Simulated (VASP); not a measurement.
# LuGaSe2 (I4/mcm) in VASP: single point with PBE

Aim: the single point of LuGaSe2 with PBE.

Program: VASP 6.6.1. These are calculated values, not measurements. Logs are shortened: lines on timing, memory, paths and dates and some standing lists are left out, and cuts for length are marked.

## Step 1: The cell of the first run

It takes space group I4/mcm (No. 140, tetragonal). The conventional cell has a = 7.845 Å, b = 7.845 Å, c = 6.251 Å, α = 90.00°, β = 90.00°, γ = 90.00°. Within 4.1 Å of Lu (site symmetry 422) lie 2 Lu at 3.13 Å and 8 Se at 3.35 Å and 4 Ga at 3.92 Å. Ga (site symmetry -42m) has 4 Se at 2.34 Å and 2 Ga at 3.13 Å within 3.2 Å. Within 3.1 Å of Se (site symmetry m2m) lie 2 Ga at 2.34 Å.

## Step 2: Single point, PBE

File INCAR:

```
SYSTEM = LuGaSe2
PREC = Accurate
ENCUT = 520
EDIFF = 1E-7
ISMEAR = -1
SIGMA = 0.1
LREAL = .False.
LASPH = .True.
NELM = 60
ALGO = Normal
ISIF = 2
LWAVE = .False.
LCHARG = .False.
GGA = PE
NBANDS = 60
```

File KPOINTS:

```
Automatic mesh
0
Gamma
  7 7 7
  0 0 0
```

File POSCAR:

```
LuGaSe2
1.0
    0.0000000000      0.0000000000      6.2512980000
    3.9225260000     -3.9225260000      3.1256490000
    3.9225260000      3.9225260000     -3.1256490000
Lu Ga Se
2 2 4
Direct
    0.2500000000      0.0000000000      0.0000000000
    0.7500000000      0.0000000000      0.0000000000
    0.7500000000      0.5000000000      0.5000000000
    0.2500000000      0.5000000000      0.5000000000
    0.6570000000      0.5000000000      0.8140000000
    0.1570000000      0.1860000000      0.5000000000
    0.3430000000      0.5000000000      0.1860000000
    0.8430000000      0.8140000000      0.5000000000
```

Potentials or basis: VASP PAW PBE potentials, release 64 (Lu, Ga_d, Se).

The run is started by

```sh
$ cat potpaw_PBE.64/Lu/POTCAR potpaw_PBE.64/Ga_d/POTCAR potpaw_PBE.64/Se/POTCAR > POTCAR
$ mpirun -np 1 vasp_std > vasp.out
```

OUTCAR:

```text
SYSTEM = LuGaSe2
   PREC = Accurate
   ENCUT = 520
   EDIFF = 1E-7
   ISMEAR = -1
   LREAL = .False.
   LASPH = .True.
   NELM = 60
   ISIF = 2
   GGA = PE

 ion  position               nearest neighbor table
   1  0.250  0.000  0.000-   2 3.13   2 3.13
   2  0.750  0.000  0.000-   1 3.13   1 3.13
   3  0.750  0.500  0.500-   6 2.34   7 2.34   5 2.34   8 2.34
   4  0.250  0.500  0.500-   5 2.34   8 2.34   7 2.34   6 2.34
   5  0.657  0.500  0.814-   4 2.34   3 2.34
   6  0.157  0.186  0.500-   3 2.34   4 2.34
   7  0.343  0.500  0.186-   3 2.34   4 2.34
   8  0.843  0.814  0.500-   4 2.34   3 2.34

  LATTYP: Found a body centered tetragonal cell.
 ALAT       =     7.8450520000
 C/A-ratio  =     0.7968459610

  Lattice vectors:

 A1 = (   3.9225260000,  -3.9225260000,  -3.1256490000)
 A2 = (  -3.9225260000,   3.9225260000,  -3.1256490000)
 A3 = (   3.9225260000,   3.9225260000,   3.1256490000)

Analysis of symmetry for initial positions (statically):
=====================================================================
 Subroutine PRICEL returns:
 Original cell was already a primitive cell.

 Routine SETGRP: Setting up the symmetry group for a
 body centered tetragonal supercell.

 Subroutine GETGRP returns: Found 16 space group operations
 (whereof  8 operations were pure point group operations)
 out of a pool of 16 trial point group operations.

The static configuration has the point symmetry C_4h.
 The point group associated with its full space group is D_4h.

Analysis of symmetry for dynamics (positions and initial velocities):
=====================================================================
 Subroutine PRICEL returns:
 Original cell was already a primitive cell.

 Routine SETGRP: Setting up the symmetry group for a
 body centered tetragonal supercell.

 Subroutine GETGRP returns: Found 16 space group operations
 (whereof  8 operations were pure point group operations)
 out of a pool of 16 trial point group operations.

The dynamic configuration has the point symmetry C_4h.
 The point group associated with its full space group is D_4h.

 Subroutine INISYM returns: Found 16 space group operations
 (whereof  8 operations are pure point group operations),
 and found     1 'primitive' translations

----------------------------------------------------------------------------------------

                                     Primitive cell

  volume of cell :     192.3676

  direct lattice vectors                    reciprocal lattice vectors
     0.000000000  0.000000000  6.251298000     0.000000000  0.127468881  0.159966778
     3.922526000 -3.922526000  3.125649000     0.127468881 -0.127468881  0.000000000
     3.922526000  3.922526000 -3.125649000     0.127468881  0.127468881  0.000000000

  length of vectors
     6.251298000  6.367268026  6.367268026     0.204542626  0.180268220  0.180268220

  position of ions in fractional coordinates (direct lattice)
     0.250000000  0.000000000  0.000000000
     0.750000000  0.000000000  0.000000000
     0.750000000  0.500000000  0.500000000
     0.250000000  0.500000000  0.500000000
     0.657000000  0.500000000  0.814000000
     0.157000000  0.186000000  0.500000000
     0.343000000  0.500000000  0.186000000
     0.843000000  0.814000000  0.500000000

  ion indices of the primitive-cell ions
   primitive index   ion index
                 1           1
                 2           2
                 3           3
                 4           4
                 5           5
                 6           6
                 7           7
                 8           8

----------------------------------------------------------------------------------------

 KPOINTS: Automatic mesh

Automatic generation of k-mesh.
 Grid dimensions read from file:
 generate k-points for:    7    7    7

 Generating k-lattice:

  Cartesian coordinates                     Fractional coordinates (reciprocal lattice)
     0.000000000  0.018209840  0.022852397     0.142857143  0.000000000 -0.000000000
     0.018209840 -0.018209840  0.000000000     0.000000000  0.142857143  0.000000000
     0.018209840  0.018209840  0.000000000     0.000000000  0.000000000  0.142857143

  Length of vectors
     0.029220375  0.025752603  0.025752603

  Shift w.r.t. Gamma in fractional coordinates (k-lattice)
     0.000000000  0.000000000  0.000000000

 Subroutine IBZKPT returns following result:
 ===========================================

 Found     40 irreducible k-points:

 Following reciprocal coordinates:
            Coordinates               Weight
  0.000000  0.000000  0.000000      1.000000
  0.142857 -0.000000  0.000000      8.000000
  0.285714  0.000000 -0.000000      8.000000
  0.428571  0.000000 -0.000000      8.000000
  0.000000  0.142857  0.000000      4.000000
  0.285714  0.142857  0.000000      8.000000
[... 16 lines left out ...]
 -0.285714  0.285714  0.142857      8.000000
  0.000000  0.428571  0.142857      8.000000
 [... further k-points ...]
   k-points           NKPTS =     40   k-points in BZ     NKDIM =     40   number of bands    NBANDS=     60
   number of dos      NEDOS =    301   number of ions     NIONS =      8
   total plane-waves  NPLWV = 110592
   dimension x,y,z NGX =    48 NGY =   48 NGZ =   48
   dimension x,y,z NGXF=    96 NGYF=   96 NGZF=   96
   ions per type =               2   2   4
   NGX,Y,Z   is equivalent  to a cutoff of  12.77, 12.53, 12.53 a.u.
   NGXF,Y,Z  is equivalent  to a cutoff of  25.53, 25.07, 25.07 a.u.
 SYSTEM =  LuGaSe2
   PREC   = accura    normal or accurate (medium, high low for compatibility)
   ISTART =      0    job   : 0-new  1-cont  2-samecut
   ICHARG =      2    charge: 1-file 2-atom 10-const
   ISPIN  =      1    spin polarized calculation?
   LNONCOLLINEAR =      F non collinear calculations
   LSORBIT =      F    spin-orbit coupling
   LASPH  =      T    aspherical Exc in radial PAW
   ENCUT  =  520.0 eV  38.22 Ry    6.18 a.u.  11.62 11.84 11.84*2*pi/ulx,y,z
   NELM   =     60;   NELMIN=  2; NELMDL= -5     # of ELM steps
   EDIFF  = 0.1E-06   stopping-criterion for ELM
   LREAL  =      F    real-space projection
   EDIFFG = 0.1E-05   stopping-criterion for IOM
   NSW    =      0    number of steps for IOM
   IBRION =     -1    ionic relax: 0-MD 1-quasi-New 2-CG
   NFREE  =      0    steps in history (QN), initial steepest desc. (CG)
   ISIF   =      2    stress and relaxation
   ISYM   =      2    0-nonsym 1-usesym 2-fastsym
   POTIM  = 0.5000    time-step for ionic-motion
   TEBEG  =    0.0;   TEEND  =   0.0 temperature during run
   PSTRESS=    0.0 pullay stress
   NELECT =     100.0000    total number of electrons
   NUPDOWN=      -1.0000    fix difference up-down
   EMIN   =  10.00;   EMAX   =-10.00  energy-range for DOS
   EFERMI =   0.00;   METHOD = LEGACY
   ISMEAR =    -1;   SIGMA  =   0.10  broadening in eV -4-tet -1-fermi 0-gaus
   EFERMI_NEDOS =   21; number of points for ismear=-14 and -15
   IALGO  =     38    algorithm
   IMIX   =      4    mixing-type and parameters
     AMIX     =   0.40;   BMIX     =  1.00
     AMIX_MAG =   1.60;   BMIX_MAG =  1.00
  volume/ion in A,a.u.               =      24.05       162.27
  Fermi-wavevector in a.u.,A,eV,Ry     =   1.316328  2.487500 23.575089  1.732720
  Thomas-Fermi vector in A             =   2.446448
   LORBIT       =      0    0 simple, 1 ext, 2 COOP (PROOUT), +10 PAW based schemes
   GGA     = PE    functional components
   LHFCALC =     F    Hartree Fock is set to
   AEXX    =    0.0000 exact exchange contribution
   IVDW    =     0    specifies the selected vdW correction
   LEPSILON=     F    determine dielectric tensor
   LRPA    =     F    only Hartree local field effects (RPA)
 non-spin polarized calculation
  energy-cutoff  :      520.00
  volume of cell :      192.37
 maximum number of plane-waves:      5222
   NGX = 23   NGY = 23   NGZ = 23

 number of electron     100.0000009 magnetization

 Free energy of the ion-electron system (eV)
  ---------------------------------------------------
  ext. energy  EPLUGINS =         0.00000000
  ---------------------------------------------------
  free energy    TOTEN  =       -31.71939859 eV

  energy without entropy =      -31.56332954  energy(sigma->0) =      -31.64136407

 E-fermi :   5.1288     XC(G=0): -10.0264

 val. band max:        5.1135977761   @ k =  -0.1429   0.1429   0.0000
 cond. band min:       5.1824732078   @ k =   0.0000   0.1429   0.1429
 fundamental gap:      0.0688754317
 Fermi energy:         5.1287912626

 k-point     1 :       0.0000    0.0000    0.0000
  band No.  band energies     occupation
      1     -52.7397      2.00000
      2     -52.7050      2.00000
      3     -23.4891      2.00000
      4     -23.4833      2.00000
      5     -23.4833      2.00000
      6     -23.4130      2.00000
[... 52 lines left out ...]
     59       7.7246      0.00000
     60       8.1651      0.00000

 k-point     2 :       0.1429   -0.0000    0.0000
  band No.  band energies     occupation
      1     -52.7380      2.00000
      2     -52.7067      2.00000
      3     -23.4799      2.00000
      4     -23.4799      2.00000
      5     -23.4595      2.00000
      6     -23.4166      2.00000
[... 52 lines left out ...]
     59       7.8305      0.00000
     60       8.0201      0.00000

 k-point     3 :       0.2857    0.0000   -0.0000
  band No.  band energies     occupation
      1     -52.7332      2.00000
      2     -52.7116      2.00000
      3     -23.4703      2.00000
      4     -23.4703      2.00000
      5     -23.4265      2.00000
      6     -23.4265      2.00000
[... 1312 lines left out ...]
     59       7.3288      0.00000
     60       7.5834      0.00000

 k-point    24 :       0.0000    0.4286    0.1429
  band No.  band energies     occupation
      1     -52.7397      2.00000
      2     -52.7050      2.00000
      3     -23.4896      2.00000
      4     -23.4854      2.00000
      5     -23.4835      2.00000
      6     -23.4129      2.00000
[... 52 lines left out ...]
     59       7.3978      0.00000
     60       8.2274      0.00000

 [... further k-points ...]

------------------------ aborting loop because EDIFF is reached ----------------------------------------

  FORCE on cell =-STRESS in cart. coord.  units (eV):
  Direction    XX          YY          ZZ          XY          YZ          ZX
  --------------------------------------------------------------------------------------
  -------------------------------------------------------------------------------------
  Total        4.9652641      4.9652641     14.5524782      0.0000000      0.0000000     -0.0000000
  in kB       41.3543381     41.3543381    121.2036447      0.0000000      0.0000000     -0.0000000
  external PRESSURE =      67.9707736 kB  Pullay stress =       0.0000000 kB

 VOLUME and BASIS-vectors are now :
 -----------------------------------------------------------------------------
  energy-cutoff  :      520.00
  volume of cell :      192.37
      direct lattice vectors                 reciprocal lattice vectors
     0.000000000  0.000000000  6.251298000     0.000000000  0.127468881  0.159966778
     3.922526000 -3.922526000  3.125649000     0.127468881 -0.127468881  0.000000000
     3.922526000  3.922526000 -3.125649000     0.127468881  0.127468881  0.000000000

 POSITION                                       TOTAL-FORCE (eV/Angst)
 -----------------------------------------------------------------------------------
      0.00000      0.00000      1.56282        -0.000000      0.000000      0.000000
      0.00000      0.00000      4.68847         0.000000      0.000000      0.000000
      3.92253      0.00000      4.68847        -0.000000      0.000000      0.000000
      3.92253      0.00000      1.56282         0.000000      0.000000      0.000000
      5.15420      1.23167      3.12565         2.022409      2.022409      0.000000
      2.69085      1.23167     -0.00000        -2.022409      2.022409      0.000000
      2.69085     -1.23167      3.12565        -2.022409     -2.022409     -0.000000
      5.15420     -1.23167      6.25130         2.022409     -2.022409     -0.000000
 -----------------------------------------------------------------------------------
    total drift:                               -0.000000     -0.000000      0.000000

  FREE ENERGIE OF THE ION-ELECTRON SYSTEM (eV)
  ---------------------------------------------------
  free  energy   TOTEN  =       -31.7193985932 eV

  energy  without entropy=      -31.5633295439  energy(sigma->0) =      -31.64136407
```

Run time: 13 min. Hardware: 1 thread of AMD EPYC 7R43 (Zen 3), shared host; peak memory 0.56 GiB.

What came out:

```yaml
Free_energy: -31.7194 eV
Pressure: 6.8 GPa
Largest_force: 2.860 eV/Å
Band_gap_on_the_k_mesh: zero (bands 50 and 51 overlap by 0.45 eV)
```

Forces in eV/Å, atoms in the order of the input:
```
Lu   0.000  0.000  0.000
Lu   0.000  0.000  0.000
Ga   0.000  0.000  0.000
Ga   0.000  0.000  0.000
Se   2.022  2.022  0.000
Se  -2.022  2.022  0.000
Se  -2.022 -2.022  0.000
Se   2.022 -2.022  0.000
```

Caveat: the stress differs along the axes, from 4 to 12 GPa; spin-orbit coupling is left out, which moves the levels of the heavy elements; forces of over 1 eV/Å act on the atoms, so gaps and moduli don't describe the material at rest.

The gap in the log of VASP goes by the Fermi energy; the results here count the filled bands.